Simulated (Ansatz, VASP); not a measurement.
**Two plane-wave programs on Pd**

The input INCAR:

```
SYSTEM = Pd
PREC = Accurate
ENCUT = 500
EDIFF = 1E-6
ISMEAR = 0
SIGMA = 0.1
LREAL = .FALSE.
LASPH = .TRUE.
NELM = 120
ALGO = Normal
ISIF = 2
LWAVE = .FALSE.
LCHARG = .FALSE.
GGA = PE
IVDW = 12
NBANDS = 11
GGA_COMPAT = .FALSE.
```

Contents of KPOINTS:

```
Automatic mesh
0
G
  8 8 8
  0 0 0
```

POSCAR

```
Pd
1.0
   -1.5431889841      1.5431889841      1.5431889841
    1.5431889841     -1.5431889841      1.5431889841
    1.5431889841      1.5431889841     -1.5431889841
Pd
1
Direct
    0.0000000000      0.0000000000      0.0000000000
```

Input for Ansatz:

```yaml
crystal:
  lattice:
    - [-1.5431889841, 1.5431889841, 1.5431889841]
    - [1.5431889841, -1.5431889841, 1.5431889841]
    - [1.5431889841, 1.5431889841, -1.5431889841]
  atoms:
    - { symbol: Pd, position: [0.0, 0.0, 0.0] }
basis:
  ecutwfc: 420
kpoints:
  mp_grid: { grid: [8, 8, 8] }
hamiltonian:
  xc: pbe
  dispersion: d3bj
  pseudopotentials: { kind: paw, azcp: { folder: soft_1 } }
scf:
  occupations: { method: gaussian, width: 0.1 }
output:
  forces: true
  stress: true
  eigenvalues: true
```

Alike in both runs: task single point; functional PBE; dispersion D3(BJ); k mesh 8 × 8 × 8; occupations gaussian, width 0.1 eV; no spin polarisation.

```csv
,VASP,Ansatz
version,VASP 6.6.1,Ansatz 0.2.0
potentials or method,"VASP PAW PBE potentials, release 64 (Pd), cutoff 500 eV","scalar-relativistic, plane waves, PAW"
valence electrons in the cell,10,18
```

Ansatz gave:

* gap on the k mesh at the Fermi level (eV): none
* pressure (GPa): 2.1

**Question.** Which values does VASP return?

**Answer.** gap on the k mesh at the Fermi level (eV): none; pressure (GPa): 1.8.

A gap of «none» marks a metal or a gap that the smearing closes. VASP's potentials hold 10 valence electrons a cell and Ansatz's 18, so a difference there can come from the potentials and not from the codes.
